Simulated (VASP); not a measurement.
# AlP (F-43m) in VASP: further runs

Runs on AlP. Level: LDA. Tasks: single point.

Program: VASP 6.6.1. These are calculated values, not measurements. Logs are shortened: lines on timing, memory, paths and dates and some standing lists are left out, and cuts for length are marked.

## (1) The cell of the first run

The structure is cubic, space group F-43m (No. 216). Conventional cell: a = 5.418 Å, b = 5.418 Å, c = 5.418 Å, α = 90.00°, β = 90.00°, γ = 90.00°. Within 3.1 Å of Al (site symmetry -43m) lie 4 P at 2.35 Å. Within 3.1 Å of P (site symmetry -43m) lie 4 Al at 2.35 Å.

## (2) Single point, LDA

INCAR

```
  PREC = Accurate
  ENCUT = 500
  EDIFF = 1E-6
  ISMEAR = 0
  SIGMA = 0.05
  LREAL = F
  LASPH = T
  NELM = 120
  ALGO = Normal
  ISIF = 2
  LWAVE = F
  LCHARG = F
  GGA = CA
  NBANDS = 11
  GGA_COMPAT = F
```

KPOINTS

```
regular mesh
0
Gamma
  6 6 6
```

POSCAR

```
AlP
1.0
    0.0000000000      2.7091941367      2.7091941367
    2.7091941367      0.0000000000      2.7091941367
    2.7091941367      2.7091941367      0.0000000000
Al P
1 1
Direct
    0.0000000000      0.0000000000      0.0000000000
    0.2500000000      0.2500000000      0.2500000000
```

Potentials or basis: VASP PAW LDA potentials, release 64 (Al, P).

Started as:

```console
$ cat potpaw_LDA.64/Al/POTCAR potpaw_LDA.64/P/POTCAR > POTCAR
$ mpirun -np 1 vasp_std > vasp.out
```

OUTCAR:

```text
PREC = Accurate
   ENCUT = 500
   EDIFF = 1E-6
   ISMEAR = 0
   LREAL = F
   LASPH = T
   NELM = 120
   ISIF = 2
   GGA = CA

 ion  position               nearest neighbor table
   1  0.000  0.000  0.000-   2 2.35   2 2.35   2 2.35   2 2.35
   2  0.250  0.250  0.250-   1 2.35   1 2.35   1 2.35   1 2.35

  LATTYP: Found a face centered cubic cell.
 ALAT       =     5.4183882734

  Lattice vectors:

 A1 = (   0.0000000000,   2.7091941367,   2.7091941367)
 A2 = (   2.7091941367,   0.0000000000,   2.7091941367)
 A3 = (   2.7091941367,   2.7091941367,   0.0000000000)

Analysis of symmetry for initial positions (statically):
=====================================================================
 Subroutine PRICEL returns:
 Original cell was already a primitive cell.

 Routine SETGRP: Setting up the symmetry group for a
 face centered cubic supercell.

 Subroutine GETGRP returns: Found 24 space group operations
 (whereof 24 operations were pure point group operations)
 out of a pool of 48 trial point group operations.

The static configuration has the point symmetry T_d .

Analysis of symmetry for dynamics (positions and initial velocities):
=====================================================================
 Subroutine PRICEL returns:
 Original cell was already a primitive cell.

 Routine SETGRP: Setting up the symmetry group for a
 face centered cubic supercell.

 Subroutine GETGRP returns: Found 24 space group operations
 (whereof 24 operations were pure point group operations)
 out of a pool of 48 trial point group operations.

The dynamic configuration has the point symmetry T_d .

 Subroutine INISYM returns: Found 24 space group operations
 (whereof 24 operations are pure point group operations),
 and found     1 'primitive' translations

----------------------------------------------------------------------------------------

                                     Primitive cell

  volume of cell :      39.7695

  direct lattice vectors                    reciprocal lattice vectors
     0.000000000  2.709194137  2.709194137    -0.184556726  0.184556726  0.184556726
     2.709194137  0.000000000  2.709194137     0.184556726 -0.184556726  0.184556726
     2.709194137  2.709194137  0.000000000     0.184556726  0.184556726 -0.184556726

  length of vectors
     3.831379091  3.831379091  3.831379091     0.319661626  0.319661626  0.319661626

  position of ions in fractional coordinates (direct lattice)
     0.000000000  0.000000000  0.000000000
     0.250000000  0.250000000  0.250000000

  ion indices of the primitive-cell ions
   primitive index   ion index
                 1           1
                 2           2

----------------------------------------------------------------------------------------

 KPOINTS: regular mesh

Automatic generation of k-mesh.
 Grid dimensions read from file:
 generate k-points for:    6    6    6

 Generating k-lattice:

  Cartesian coordinates                     Fractional coordinates (reciprocal lattice)
    -0.030759454  0.030759454  0.030759454     0.166666667  0.000000000  0.000000000
     0.030759454 -0.030759454  0.030759454     0.000000000  0.166666667  0.000000000
     0.030759454  0.030759454 -0.030759454     0.000000000  0.000000000  0.166666667

  Length of vectors
     0.053276938  0.053276938  0.053276938

  Shift w.r.t. Gamma in fractional coordinates (k-lattice)
     0.000000000  0.000000000  0.000000000

 Subroutine IBZKPT returns following result:
 ===========================================

 Found     16 irreducible k-points:

 Following reciprocal coordinates:
            Coordinates               Weight
  0.000000  0.000000  0.000000      1.000000
  0.166667  0.000000  0.000000      8.000000
  0.333333  0.000000  0.000000      8.000000
  0.500000  0.000000  0.000000      4.000000
  0.166667  0.166667  0.000000      6.000000
  0.333333  0.166667  0.000000     24.000000
[... 8 lines left out ...]
 -0.333333  0.333333  0.166667     24.000000
 -0.333333  0.500000  0.166667     12.000000
   k-points           NKPTS =     16   k-points in BZ     NKDIM =     16   number of bands    NBANDS=     11
   number of dos      NEDOS =    301   number of ions     NIONS =      2
   total plane-waves  NPLWV =  21952
   dimension x,y,z NGX =    28 NGY =   28 NGZ =   28
   dimension x,y,z NGXF=    56 NGYF=   56 NGZF=   56
   ions per type =               1   1
   NGX,Y,Z   is equivalent  to a cutoff of  12.15, 12.15, 12.15 a.u.
   NGXF,Y,Z  is equivalent  to a cutoff of  24.30, 24.30, 24.30 a.u.
 SYSTEM =  unknown system
   PREC   = accura    normal or accurate (medium, high low for compatibility)
   ISTART =      0    job   : 0-new  1-cont  2-samecut
   ICHARG =      2    charge: 1-file 2-atom 10-const
   ISPIN  =      1    spin polarized calculation?
   LNONCOLLINEAR =      F non collinear calculations
   LSORBIT =      F    spin-orbit coupling
   LASPH  =      T    aspherical Exc in radial PAW
   ENCUT  =  500.0 eV  36.75 Ry    6.06 a.u.   6.99  6.99  6.99*2*pi/ulx,y,z
   NELM   =    120;   NELMIN=  2; NELMDL= -5     # of ELM steps
   EDIFF  = 0.1E-05   stopping-criterion for ELM
   LREAL  =      F    real-space projection
   EDIFFG = 0.1E-04   stopping-criterion for IOM
   NSW    =      0    number of steps for IOM
   IBRION =     -1    ionic relax: 0-MD 1-quasi-New 2-CG
   NFREE  =      0    steps in history (QN), initial steepest desc. (CG)
   ISIF   =      2    stress and relaxation
   ISYM   =      2    0-nonsym 1-usesym 2-fastsym
   POTIM  = 0.5000    time-step for ionic-motion
   TEBEG  =    0.0;   TEEND  =   0.0 temperature during run
   PSTRESS=    0.0 pullay stress
   NELECT =       8.0000    total number of electrons
   NUPDOWN=      -1.0000    fix difference up-down
   EMIN   =  10.00;   EMAX   =-10.00  energy-range for DOS
   EFERMI =   0.00;   METHOD = LEGACY
   ISMEAR =     0;   SIGMA  =   0.05  broadening in eV -4-tet -1-fermi 0-gaus
   EFERMI_NEDOS =   21; number of points for ismear=-14 and -15
   IALGO  =     38    algorithm
   IMIX   =      4    mixing-type and parameters
     AMIX     =   0.40;   BMIX     =  1.00
     AMIX_MAG =   1.60;   BMIX_MAG =  1.00
  volume/ion in A,a.u.               =      19.88       134.19
  Fermi-wavevector in a.u.,A,eV,Ry     =   0.959227  1.812676 12.518943  0.920116
  Thomas-Fermi vector in A             =   2.088404
   LORBIT       =      0    0 simple, 1 ext, 2 COOP (PROOUT), +10 PAW based schemes
   GGA     = CA    functional components
   LHFCALC =     F    Hartree Fock is set to
   AEXX    =    0.0000 exact exchange contribution
   IVDW    =     0    specifies the selected vdW correction
   LEPSILON=     F    determine dielectric tensor
   LRPA    =     F    only Hartree local field effects (RPA)
 non-spin polarized calculation
 Gauss-broadening in eV      SIGMA  =   0.05
  energy-cutoff  :      500.00
  volume of cell :       39.77
 maximum number of plane-waves:      1019
   NGX = 13   NGY = 13   NGZ = 13

 number of electron       7.9999999 magnetization

 Free energy of the ion-electron system (eV)
  ---------------------------------------------------
  ext. energy  EPLUGINS =         0.00000000
  ---------------------------------------------------
  free energy    TOTEN  =       -11.40251452 eV

  energy without entropy =      -11.40251452  energy(sigma->0) =      -11.40251452

 E-fermi :   4.9034     XC(G=0):  -9.5348

 val. band max:        4.6687462460   @ k =   0.0000   0.0000   0.0000
 cond. band min:       6.0613971758   @ k =   0.5000   0.5000   0.0000
 fundamental gap:      1.3926509298
 Fermi energy:         4.9033890409

 k-point     1 :       0.0000    0.0000    0.0000
  band No.  band energies     occupation
      1      -6.9706      2.00000
      2       4.6687      2.00000
      3       4.6687      2.00000
      4       4.6687      2.00000
      5       7.9822      0.00000
      6       9.1691      0.00000
      7       9.1691      0.00000
      8       9.1691      0.00000
      9      13.5043      0.00000
     10      13.5043      0.00000
     11      14.8115      0.00000

 k-point     2 :       0.1667    0.0000    0.0000
  band No.  band energies     occupation
      1      -6.6575      2.00000
      2       2.7503      2.00000
      3       4.4183      2.00000
      4       4.4183      2.00000
      5       8.2579      0.00000
      6       9.6130      0.00000
      7       9.6130      0.00000
      8      10.3230      0.00000
      9      12.8233      0.00000
     10      12.8233      0.00000
     11      15.3842      0.00000

 k-point     3 :       0.3333    0.0000    0.0000
  band No.  band energies     occupation
      1      -5.8362      2.00000
      2       0.2199      2.00000
      3       4.0385      2.00000
      4       4.0385      2.00000
      5       7.6613      0.00000
      6       9.6449      0.00000
      7       9.6449      0.00000
      8      12.5455      0.00000
      9      13.7787      0.00000
     10      13.7787      0.00000
     11      14.8959      0.00000

 k-point     4 :       0.5000    0.0000    0.0000
  band No.  band energies     occupation
      1      -5.2147      2.00000
      2      -1.0179      2.00000
      3       3.8865      2.00000
      4       3.8865      2.00000
      5       7.4193      0.00000
      6       9.4023      0.00000
      7       9.4023      0.00000
      8      12.7968      0.00000
      9      16.2448      0.00000
     10      16.2448      0.00000
     11      16.4549      0.00000
[... 127 lines left out ...]
 k-point    14 :       0.5000    0.3333    0.1667
  band No.  band energies     occupation
      1      -5.1825      2.00000
      2       0.1559      2.00000
      3       1.8911      2.00000
      4       3.0162      2.00000
      5       8.4202      0.00000
      6       9.4270      0.00000
      7      10.1212      0.00000
      8      12.8807      0.00000
      9      14.0353      0.00000
     10      16.1569      0.00000
     11      18.1228      0.00000

 k-point    15 :      -0.3333    0.3333    0.1667
  band No.  band energies     occupation
      1      -4.6920      2.00000
      2      -0.4401      2.00000
      3       1.4238      2.00000
      4       2.6065      2.00000
      5       8.6167      0.00000
      6       9.5722      0.00000
      7      11.5389      0.00000
      8      12.2756      0.00000
      9      13.5559      0.00000
     10      16.6063      0.00000
     11      17.6608      0.00000

 k-point    16 :      -0.3333    0.5000    0.1667
  band No.  band energies     occupation
      1      -4.4786      2.00000
      2      -0.4833      2.00000
      3       1.6459      2.00000
      4       1.8917      2.00000
      5       7.8627      0.00000
      6       8.8949      0.00000
      7      12.2927      0.00000
      8      12.6604      0.00000
      9      15.9146      0.00000
     10      16.7004      0.00000
     11      17.9588      0.00000

------------------------ aborting loop because EDIFF is reached ----------------------------------------

  FORCE on cell =-STRESS in cart. coord.  units (eV):
  Direction    XX          YY          ZZ          XY          YZ          ZX
  --------------------------------------------------------------------------------------
  -------------------------------------------------------------------------------------
  Total        0.2192135      0.2192135      0.2192135      0.0000000     -0.0000000      0.0000000
  in kB        8.8313576      8.8313576      8.8313576      0.0000000     -0.0000000      0.0000000
  external PRESSURE =       8.8313576 kB  Pullay stress =       0.0000000 kB

 VOLUME and BASIS-vectors are now :
 -----------------------------------------------------------------------------
  energy-cutoff  :      500.00
  volume of cell :       39.77
      direct lattice vectors                 reciprocal lattice vectors
     0.000000000  2.709194137  2.709194137    -0.184556726  0.184556726  0.184556726
     2.709194137  0.000000000  2.709194137     0.184556726 -0.184556726  0.184556726
     2.709194137  2.709194137  0.000000000     0.184556726  0.184556726 -0.184556726

 POSITION                                       TOTAL-FORCE (eV/Angst)
 -----------------------------------------------------------------------------------
      0.00000      0.00000      0.00000         0.000000      0.000000      0.000000
      1.35460      1.35460      1.35460        -0.000000     -0.000000     -0.000000
 -----------------------------------------------------------------------------------
    total drift:                               -0.000000     -0.000000     -0.000000

  FREE ENERGIE OF THE ION-ELECTRON SYSTEM (eV)
  ---------------------------------------------------
  free  energy   TOTEN  =       -11.4025145160 eV

  energy  without entropy=      -11.4025145160  energy(sigma->0) =      -11.40251452
```

It took 4 s on 1 thread of AMD EPYC 9R45 (Zen 5), shared host; peak memory 0.1 GiB.

Results:

```yaml
Free_energy: -11.4025 eV
Pressure: 0.9 GPa
Band_gap_on_the_k_mesh: 1.39 eV, indirect (least direct gap 3.31 eV)
```

## (3) Single point, LDA (volume scaled by 1.000 of the coarse rest volume)

INCAR

```
PREC     = Accurate       # precision mode
ENCUT    = 500            # plane-wave cutoff, eV
EDIFF    = 1E-6           # SCF threshold, eV
ISMEAR   = 0              # smearing method
SIGMA    = 0.02           # smearing width, eV
LREAL    = False          # projectors in reciprocal space
LASPH    = True           # aspherical terms in the spheres
NELM     = 120            # most SCF steps
ALGO     = Normal         # electronic algorithm
ISIF     = 2              # what is computed and relaxed
LWAVE    = False          # write WAVECAR
LCHARG   = False          # write CHGCAR
GGA      = CA             # functional
NBANDS   = 11             # bands
GGA_COMPAT= False
```

KPOINTS

```
regular mesh
0
Gamma
  10 10 10
```

POSCAR

```
AlP
1.0
    0.0000000000      2.7175000000      2.7175000000
    2.7175000000      0.0000000000      2.7175000000
    2.7175000000      2.7175000000      0.0000000000
Al P
1 1
Direct
    0.0000000000      0.0000000000      0.0000000000
    0.2500000000      0.2500000000      0.2500000000
```

Potentials or basis: VASP PAW LDA potentials, release 64 (Al, P).

Started as:

```console
$ cat potpaw_LDA.64/Al/POTCAR potpaw_LDA.64/P/POTCAR > POTCAR
$ mpirun -np 1 vasp_std > vasp.out
```

Wall time 10 s (1 thread of AMD EPYC 9R45 (Zen 5), shared host); peak memory 0.11 GiB.

The run converged. Its results:

- Free energy: -11.4133 eV
- Pressure: 0.0 GPa
- Band gap on the k mesh: 1.42 eV, indirect (least direct gap 3.24 eV)

Levels at points of the mesh, in eV from the valence-band top:
```csv
k point,band 1,band 2,band 3,band 4,band 5,band 6,band 7,band 8
"(0.00, 0.00, 0.00)",-11.58,0.00,0.00,0.00,3.24,4.49,4.49,4.49
"(0.50, 0.00, 0.00)",-9.85,-5.64,-0.78,-0.78,2.72,4.74,4.74,8.11
"(0.50, 0.50, 0.00)",-9.17,-5.40,-2.15,-2.15,1.42,2.33,11.00,11.00
```
